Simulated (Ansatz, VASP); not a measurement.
# Two plane-wave programs on Rh

Contents of INCAR:

```
PREC     = Accurate       # precision mode
ENCUT    = 520            # plane-wave cutoff, eV
EDIFF    = 1E-8           # SCF threshold, eV
ISMEAR   = -1             # smearing method
SIGMA    = 0.05           # smearing width, eV
LREAL    = False          # projectors in reciprocal space
LASPH    = True           # aspherical terms in the spheres
NELM     = 80             # most SCF steps
ALGO     = Normal         # electronic algorithm
ISIF     = 2              # what is computed and relaxed
LWAVE    = False          # write WAVECAR
LCHARG   = False          # write CHGCAR
GGA      = PE             # functional
LEFG     = True         
NBANDS   = 22             # bands
```

File KPOINTS:

```
regular mesh
0
Gamma
  10 10 10
```

File POSCAR:

```
Rh
1.0
    0.0000000000      2.5993341490      2.5993341490
    2.5993341490      0.0000000000      2.5993341490
    2.5993341490      2.5993341490      0.0000000000
Rh
2
Direct
   -0.1700000000     -0.1100000000     -0.1100000000
    0.1700000000      0.1100000000      0.1100000000
```

Input for Ansatz:

```yaml
crystal:
  lattice:
    - [0.0, 2.599334149, 2.599334149]
    - [2.599334149, 0.0, 2.599334149]
    - [2.599334149, 2.599334149, 0.0]
  atoms:
    - { symbol: Rh, position: [-0.17, -0.11, -0.11] }
    - { symbol: Rh, position: [0.17, 0.11, 0.11] }
kpoints:
  mp_grid: { grid: [10, 10, 10] }
scf:
  occupations: { method: fermi_dirac, width: 0.05 }
hamiltonian:
  xc: pbe
  pseudopotentials: { kind: paw }
output:
  forces: true
  stress: true
  eigenvalues: true
  efg: { contact_densities: true }
  populations: true
```

Change from the starting cell: shortest bond scaled by 0.88, PAW files.

Alike in both runs: task electric field gradients; functional PBE; k mesh 10 × 10 × 10; occupations fermi-dirac, width 0.05 eV; no spin polarisation.

```csv
,VASP,Ansatz
version,VASP 6.6.1,Ansatz 0.2.0
potentials or method,"VASP PAW PBE potentials, release 64 (Rh_pv)","PAW with Ansatz's default frozen-core files, scalar-relativistic"
plane-wave cutoff (eV),520,420
valence electrons in the cell,30,34
```

Ansatz gave:

* pressure (GPa): 45.7
* traceless stress, the component that is largest in VASP (GPa): -29.38
* rms of the force components (eV/Å): 4.913
* size of Vzz on the site where it differs most (V/Å²): 196.6

Question: Estimate VASP's values.

Answer: Pressure (GPa): 47.3; traceless stress, the component that is largest in VASP (GPa): -31.30; rms of the force components (eV/Å): 5.292; size of Vzz on the site where it differs most (V/Å²): 141.6.

Atom by atom the forces differ by 0.379 eV/Å (rms over components). Both programs put the cell under a high pressure, so it lies far from rest at this level. The functional is the same, so the differences come from potentials, cutoffs and numerics. VASP's potentials hold 30 valence electrons a cell and Ansatz's 34, so a difference there can come from the potentials and not from the codes.
